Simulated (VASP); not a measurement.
The system is ZnS.

```
CELL_PARAMETERS angstrom
0.00000 2.53102 2.53102
2.53102 0.00000 2.53102
2.53102 2.53102 0.00000
ATOMIC_POSITIONS crystal
Zn 0.00000 0.00000 0.00000
S 0.50000 0.50000 0.50000
```

Base run:

- Program: VASP 6.6.1
- Functional: PBEsol
- Potentials or basis: VASP PAW PBE potentials, release 64 (Zn, S)
- Cutoff: 520 eV
- k mesh: 6 × 6 × 6
- Occupations: fermi-dirac, width 0.02 eV
- Spin: no spin polarisation

Its results: band gap on the k mesh zero (band 9 reaches 3.97 eV, above the bottom of band 10 at 3.58 eV); pressure -2.1 GPa.

**Question.** After a change of settings the same cell gave: band gap on the k mesh zero (band 9 reaches 4.05 eV, above the bottom of band 10 at 3.77 eV); pressure 2.5 GPa. Which change was it?
A. functional from PBEsol to PBE0; k mesh from 6 × 6 × 6 to 4 × 4 × 4
B. functional from PBEsol to PBE-based screened hybrid; k mesh from 6 × 6 × 6 to 4 × 4 × 4
C. functional from PBEsol to PBE

**Answer.** C.

PBE binds less tightly than PBEsol, so the same cell stands under more pressure.

Caveats: the PAW data sets were made with another functional, which shifts forces and pressure a little (some runs).
